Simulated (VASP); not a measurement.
# WS (Pm-3m) in VASP: notebook

WS is run at these levels: PBE0; tasks: single point.

Everything below comes from runs of VASP 6.6.1. Logs are shortened: lines on timing, memory, paths and dates and some standing lists are left out, and cuts for length are marked.

## (1) The cell of the first run

Symmetry: Pm-3m, No. 221, cubic system. Conventional cell: a = 2.976 Å, b = 2.976 Å, c = 2.976 Å, α = 90.00°, β = 90.00°, γ = 90.00°. W (site symmetry m-3m) has 8 S at 2.58 Å and 6 W at 2.98 Å within 3.4 Å. S (site symmetry m-3m) has 8 W at 2.58 Å and 6 S at 2.98 Å within 3.4 Å.

## (2) Single point, PBE0

Contents of POSCAR:

```
WS
1.0
    2.9759907930      0.0000000000      0.0000000000
    0.0000000000      2.9759907930      0.0000000000
    0.0000000000      0.0000000000      2.9759907930
W S
1 1
Direct
    0.5000000000      0.5000000000      0.5000000000
    0.0000000000      0.0000000000      0.0000000000
```

Contents of INCAR.step1:

```
SYSTEM = WS
PREC = Accurate ; ENCUT = 520
EDIFF = 1E-5 ; ISMEAR = -1
SIGMA = 0.05 ; LREAL = .False.
LASPH = .True. ; NELM = 60
ALGO = Normal ; ISIF = 2
LWAVE = .True. ; LCHARG = .False.
NBANDS = 17 ; GGA = PE
```

Contents of INCAR.step2:

```
SYSTEM = WS
PREC = Accurate ; ENCUT = 520
EDIFF = 1E-6 ; ISMEAR = -1
SIGMA = 0.05 ; LREAL = .False.
LASPH = .True. ; NELM = 60
ALGO = Normal ; ISIF = 2
LWAVE = .False. ; LCHARG = .False.
GGA = PE ; LHFCALC = .True.
AEXX = 0.25 ; PRECFOCK = Normal
NBANDS = 17 ; ISTART = 1
```

Contents of KPOINTS:

```
Automatic mesh
0
Gamma
  5 5 5
  0 0 0
```

Potentials or basis: VASP PAW PBE potentials, release 64 (W_sv, S).

On the command line:

```console
$ cat potpaw_PBE.64/W_sv/POTCAR potpaw_PBE.64/S/POTCAR > POTCAR
$ cp INCAR.step1 INCAR
$ mpirun -np 1 vasp_std > vasp.out
$ cp INCAR.step2 INCAR
$ mpirun -np 1 vasp_std > vasp.out
```

OUTCAR:

```text
SYSTEM = WS
   PREC = Accurate
   ENCUT = 520
   EDIFF = 1E-6
   ISMEAR = -1
   LREAL = .False.
   LASPH = .True.
   NELM = 60
   ISIF = 2
   GGA = PE
   LHFCALC = .True.
   AEXX = 0.25
   PRECFOCK = Normal
   ISTART = 1

 ion  position               nearest neighbor table
   1  0.500  0.500  0.500-   2 2.58   2 2.58   2 2.58   2 2.58   2 2.58   2 2.58   2 2.58   2 2.58

   2  0.000  0.000  0.000-   1 2.58   1 2.58   1 2.58   1 2.58   1 2.58   1 2.58   1 2.58   1 2.58

  LATTYP: Found a simple cubic cell.
 ALAT       =     2.9759907930

  Lattice vectors:

 A1 = (   2.9759907930,   0.0000000000,   0.0000000000)
 A2 = (   0.0000000000,   2.9759907930,   0.0000000000)
 A3 = (   0.0000000000,   0.0000000000,   2.9759907930)

Analysis of symmetry for initial positions (statically):
=====================================================================
 Subroutine PRICEL returns:
 Original cell was already a primitive cell.

 Routine SETGRP: Setting up the symmetry group for a
 simple cubic supercell.

 Subroutine GETGRP returns: Found 48 space group operations
 (whereof 48 operations were pure point group operations)
 out of a pool of 48 trial point group operations.

The static configuration has the point symmetry O_h .

Analysis of symmetry for dynamics (positions and initial velocities):
=====================================================================
 Subroutine PRICEL returns:
 Original cell was already a primitive cell.

 Routine SETGRP: Setting up the symmetry group for a
 simple cubic supercell.

 Subroutine GETGRP returns: Found 48 space group operations
 (whereof 48 operations were pure point group operations)
 out of a pool of 48 trial point group operations.

The dynamic configuration has the point symmetry O_h .

 Subroutine INISYM returns: Found 48 space group operations
 (whereof 48 operations are pure point group operations),
 and found     1 'primitive' translations

----------------------------------------------------------------------------------------

                                     Primitive cell

  volume of cell :      26.3569

  direct lattice vectors                    reciprocal lattice vectors
     2.975990793  0.000000000  0.000000000     0.336022545  0.000000000  0.000000000
     0.000000000  2.975990793  0.000000000     0.000000000  0.336022545  0.000000000
     0.000000000  0.000000000  2.975990793     0.000000000  0.000000000  0.336022545

  length of vectors
     2.975990793  2.975990793  2.975990793     0.336022545  0.336022545  0.336022545

  position of ions in fractional coordinates (direct lattice)
     0.500000000  0.500000000  0.500000000
     0.000000000  0.000000000  0.000000000

  ion indices of the primitive-cell ions
   primitive index   ion index
                 1           1
                 2           2

----------------------------------------------------------------------------------------

 KPOINTS: Automatic mesh

Automatic generation of k-mesh.
 Grid dimensions read from file:
 generate k-points for:    5    5    5

 Generating k-lattice:

  Cartesian coordinates                     Fractional coordinates (reciprocal lattice)
     0.067204509  0.000000000  0.000000000     0.200000000  0.000000000  0.000000000
     0.000000000  0.067204509  0.000000000     0.000000000  0.200000000  0.000000000
     0.000000000  0.000000000  0.067204509     0.000000000  0.000000000  0.200000000

  Length of vectors
     0.067204509  0.067204509  0.067204509

  Shift w.r.t. Gamma in fractional coordinates (k-lattice)
     0.000000000  0.000000000  0.000000000

 Subroutine IBZKPT returns following result:
 ===========================================

 Found     10 irreducible k-points:

 Following reciprocal coordinates:
            Coordinates               Weight
  0.000000  0.000000  0.000000      1.000000
  0.200000  0.000000  0.000000      6.000000
  0.400000  0.000000  0.000000      6.000000
  0.200000  0.200000  0.000000     12.000000
  0.400000  0.200000  0.000000     24.000000
  0.400000  0.400000  0.000000     12.000000
  0.200000  0.200000  0.200000      8.000000
  0.400000  0.200000  0.200000     24.000000
  0.400000  0.400000  0.200000     24.000000
  0.400000  0.400000  0.400000      8.000000
   k-points           NKPTS =     10   k-points in BZ     NKDIM =    125   number of bands    NBANDS=     17
   number of dos      NEDOS =    301   number of ions     NIONS =      2
   total plane-waves  NPLWV =  13824
   dimension x,y,z NGX =    24 NGY =   24 NGZ =   24
   dimension x,y,z NGXF=    48 NGYF=   48 NGZF=   48
   ions per type =               1   1
   NGX,Y,Z   is equivalent  to a cutoff of  13.41, 13.41, 13.41 a.u.
   NGXF,Y,Z  is equivalent  to a cutoff of  26.81, 26.81, 26.81 a.u.
 SYSTEM =  WS
   PREC   = accura    normal or accurate (medium, high low for compatibility)
   ISTART =      1    job   : 0-new  1-cont  2-samecut
   ICHARG =      0    charge: 1-file 2-atom 10-const
   ISPIN  =      1    spin polarized calculation?
   LNONCOLLINEAR =      F non collinear calculations
   LSORBIT =      F    spin-orbit coupling
   LASPH  =      T    aspherical Exc in radial PAW
   ENCUT  =  520.0 eV  38.22 Ry    6.18 a.u.   5.53  5.53  5.53*2*pi/ulx,y,z
   NELM   =     60;   NELMIN=  2; NELMDL=  0     # of ELM steps
   EDIFF  = 0.1E-05   stopping-criterion for ELM
   LREAL  =      F    real-space projection
   EDIFFG = 0.1E-04   stopping-criterion for IOM
   NSW    =      0    number of steps for IOM
   IBRION =     -1    ionic relax: 0-MD 1-quasi-New 2-CG
   NFREE  =      0    steps in history (QN), initial steepest desc. (CG)
   ISIF   =      2    stress and relaxation
   ISYM   =      3    0-nonsym 1-usesym 2-fastsym
   POTIM  = 0.5000    time-step for ionic-motion
   TEBEG  =    0.0;   TEEND  =   0.0 temperature during run
   PSTRESS=    0.0 pullay stress
   NELECT =      20.0000    total number of electrons
   NUPDOWN=      -1.0000    fix difference up-down
   EMIN   =  10.00;   EMAX   =-10.00  energy-range for DOS
   EFERMI =   0.00;   METHOD = LEGACY
   ISMEAR =    -1;   SIGMA  =   0.05  broadening in eV -4-tet -1-fermi 0-gaus
   EFERMI_NEDOS =   21; number of points for ismear=-14 and -15
   IALGO  =     38    algorithm
   IMIX   =      1    mixing-type and parameters
     AMIX     =   0.40;   BMIX     =  1.00
     AMIX_MAG =   1.60;   BMIX_MAG =  1.00
  volume/ion in A,a.u.               =      13.18        88.93
  Fermi-wavevector in a.u.,A,eV,Ry     =   1.493207  2.821751 30.336449  2.229666
  Thomas-Fermi vector in A             =   2.605637
   LORBIT       =      0    0 simple, 1 ext, 2 COOP (PROOUT), +10 PAW based schemes
   GGA     = PE    functional components
   LHFCALC =     T    Hartree Fock is set to
   PRECFOCK=normal    Normal, Fast or Accurate (Low or Medium for compatibility)
   ENCUT4O =  -1.0   cutoff for four orbital integrals eV
   NKREDX  =     1    reduce k-point grid by
   NKREDY  =     1    reduce k-point grid by
   NKREDZ  =     1    reduce k-point grid by
   AEXX    =    0.2500 exact exchange contribution
   HFSCREEN=    0.0000 screening length (either q_TF or 0.3 A-1)
   HFSCREENC=   0.0000 screening length for correlation (either q_TF or 0.3 A-1)
   ENCUTFOCK=  -1.0 apply spherical cutoff to Coloumb kernel
   IVDW    =     0    specifies the selected vdW correction
   LEPSILON=     F    determine dielectric tensor
   LRPA    =     F    only Hartree local field effects (RPA)
 non-spin polarized calculation
  energy-cutoff  :      520.00
  volume of cell :       26.36
 maximum number of plane-waves:       739
 NGX is ok and might be reduce to    24
  NGX = 18; NGY = 18; NGZ = 18

 number of electron      20.0000003 magnetization

 Free energy of the ion-electron system (eV)
  ---------------------------------------------------
  ext. energy  EPLUGINS =         0.00000000
  ---------------------------------------------------
  free energy    TOTEN  =       -21.26230975 eV

  energy without entropy =      -21.25675830  energy(sigma->0) =      -21.25953402

 E-fermi :  13.6019     XC(G=0): -10.5324

 val. band max:       13.1762805616   @ k =   0.2000   0.2000   0.0000
 cond. band min:      13.7218767799   @ k =   0.4000   0.2000   0.0000
 fundamental gap:      0.5455962183
 Fermi energy:        13.6019498726

 k-point     1 :       0.0000    0.0000    0.0000
  band No.  band energies     occupation
      1     -65.9472      2.00000
      2     -28.5577      2.00000
      3     -28.5577      2.00000
      4     -28.5577      2.00000
      5      -7.3192      2.00000
      6       7.0826      2.00000
[... 9 lines left out ...]
     16      24.0559      0.00000
     17      32.0612      0.00000

 k-point     2 :       0.2000    0.0000    0.0000
  band No.  band energies     occupation
      1     -65.9382      2.00000
      2     -28.7509      2.00000
      3     -28.5391      2.00000
      4     -28.5391      2.00000
      5      -6.6022      2.00000
      6       4.7330      2.00000
[... 9 lines left out ...]
     16      25.6373      0.00000
     17      27.4187      0.00000

 k-point     3 :       0.4000    0.0000    0.0000
  band No.  band energies     occupation
      1     -65.9238      2.00000
      2     -29.0559      2.00000
      3     -28.5086      2.00000
      4     -28.5086      2.00000
      5      -4.9806      2.00000
      6       1.2866      2.00000
[... 9 lines left out ...]
     16      23.2079      0.00000
     17      23.2079      0.00000

 k-point     4 :       0.2000    0.2000    0.0000
  band No.  band energies     occupation
      1     -65.9293      2.00000
      2     -28.7374      2.00000
      3     -28.7214      2.00000
      4     -28.5197      2.00000
      5      -6.0118      2.00000
      6       4.6153      2.00000
[... 9 lines left out ...]
     16      24.9199      0.00000
     17      24.9527      0.00000
[... 63 lines left out ...]
      1     -65.9059      2.00000
      2     -29.0035      2.00000
      3     -28.6776      2.00000
      4     -28.6677      2.00000
      5      -4.4981      2.00000
      6       2.6804      2.00000
[... 9 lines left out ...]
     16      23.8166      0.00000
     17      24.1368      0.00000

 k-point     9 :       0.4000    0.4000    0.2000
  band No.  band energies     occupation
      1     -65.8913      2.00000
      2     -28.9633      2.00000
      3     -28.9582      2.00000
      4     -28.6388      2.00000
      5      -3.9843      2.00000
      6       3.4120      2.00000
[... 9 lines left out ...]
     16      24.6368      0.00000
     17      26.5160      0.00000

 k-point    10 :       0.4000    0.4000    0.4000
  band No.  band energies     occupation
      1     -65.8766      2.00000
      2     -28.9264      2.00000
      3     -28.9218      2.00000
      4     -28.9218      2.00000
      5      -2.9141      2.00000
      6       2.7780      2.00000
[... 9 lines left out ...]
     16      21.3753      0.00000
     17      27.5126      0.00000

------------------------ aborting loop because EDIFF is reached ----------------------------------------

  FORCE on cell =-STRESS in cart. coord.  units (eV):
  Direction    XX          YY          ZZ          XY          YZ          ZX
  --------------------------------------------------------------------------------------
  -------------------------------------------------------------------------------------
  Total       -0.1051798     -0.1051798     -0.1051798      0.0000000      0.0000000     -0.0000000
  in kB       -6.3936393     -6.3936393     -6.3936393      0.0000000      0.0000000     -0.0000000
  external PRESSURE =      -6.3936393 kB  Pullay stress =       0.0000000 kB

 VOLUME and BASIS-vectors are now :
 -----------------------------------------------------------------------------
  energy-cutoff  :      520.00
  volume of cell :       26.36
      direct lattice vectors                 reciprocal lattice vectors
     2.975990793  0.000000000  0.000000000     0.336022545  0.000000000  0.000000000
     0.000000000  2.975990793  0.000000000     0.000000000  0.336022545  0.000000000
     0.000000000  0.000000000  2.975990793     0.000000000  0.000000000  0.336022545

 POSITION                                       TOTAL-FORCE (eV/Angst)
 -----------------------------------------------------------------------------------
      1.48800      1.48800      1.48800         0.000000      0.000000      0.000000
      0.00000      0.00000      0.00000         0.000000      0.000000      0.000000
 -----------------------------------------------------------------------------------
    total drift:                                0.000000     -0.000000     -0.000000

  FREE ENERGIE OF THE ION-ELECTRON SYSTEM (eV)
  ---------------------------------------------------
  free  energy   TOTEN  =       -21.2623097479 eV

  energy  without entropy=      -21.2567582994  energy(sigma->0) =      -21.25953402
```

It used 1100 s of CPU time on 1 thread of AMD EPYC 7R13 Processor (Zen 3), with other jobs on the host.

Results:

```yaml
Free_energy: -21.2623 eV
Pressure: -0.6 GPa
Band_gap_on_the_k_mesh: zero (band 10 reaches 15.44 eV, above the bottom of band 11 at 12.28 eV)
```

Caveat: the k points lie up to 0.42 Å⁻¹ apart; the PAW data sets were made with another functional, which shifts forces and pressure a little; spin-orbit coupling is left out, which moves the levels of the heavy elements.

## (3) Single point, PBE0

This run uses another cell than the first one, of 13.61 Å³/atom, 1.033 times its volume.

Contents of POSCAR:

```
WS
1.0
    3.0078900000      0.0000000000      0.0000000000
    0.0000000000      3.0078900000      0.0000000000
    0.0000000000      0.0000000000      3.0078900000
W S
1 1
Direct
    0.5000000000      0.5000000000      0.5000000000
    0.0000000000      0.0000000000      0.0000000000
```

Contents of INCAR.step1:

```
PREC = Accurate
ENCUT = 520
EDIFF = 1E-5
ISMEAR = -1
SIGMA = 0.05
LREAL = False
LASPH = True
NELM = 60
ALGO = Normal
ISIF = 2
LWAVE = True
GGA = PE
NBANDS = 17
```

Contents of INCAR.step2:

```
PREC = Accurate
ENCUT = 520
EDIFF = 1E-7
ISMEAR = -1
SIGMA = 0.05
LREAL = False
LASPH = True
NELM = 60
ALGO = Normal
ISIF = 2
LWAVE = False
LCHARG = True
GGA = PE
LHFCALC = True
AEXX = 0.25
PRECFOCK = Normal
LELF = True
LVHAR = True
ISTART = 1
NBANDS = 17
```

Contents of KPOINTS:

```
regular mesh
0
Gamma
  5 5 5
```

Potentials or basis: VASP PAW PBE potentials, release 64 (W_sv, S).

On the command line:

```console
$ cat potpaw_PBE.64/W_sv/POTCAR potpaw_PBE.64/S/POTCAR > POTCAR
$ cp INCAR.step1 INCAR
$ mpirun -np 1 vasp_std > vasp.out
$ cp INCAR.step2 INCAR
$ mpirun -np 1 vasp_std > vasp.out
```

It took 14 min on 1 thread of AMD EPYC 7R13 (Zen 3), shared host; peak memory 0.12 GiB.

Results (log left out):

- Free energy: -21.2367 eV
- Pressure: -8.9 GPa
- Band gap on the k mesh: zero (band 10 reaches 14.82 eV, above the bottom of band 11 at 11.80 eV)

Levels at points of the mesh, in eV from the Fermi level:
```csv
k point,band 6,band 7,band 8,band 9,band 10,band 11,band 12,band 13,band 14,band 15
"(0.00, 0.00, 0.00)",-6.30,-6.30,-4.34,-4.34,-4.34,1.33,1.33,1.33,2.86,10.33
```

Caveat: the k points lie up to 0.42 Å⁻¹ apart; the PAW data sets were made with another functional, which shifts forces and pressure a little; spin-orbit coupling is left out, which moves the levels of the heavy elements.
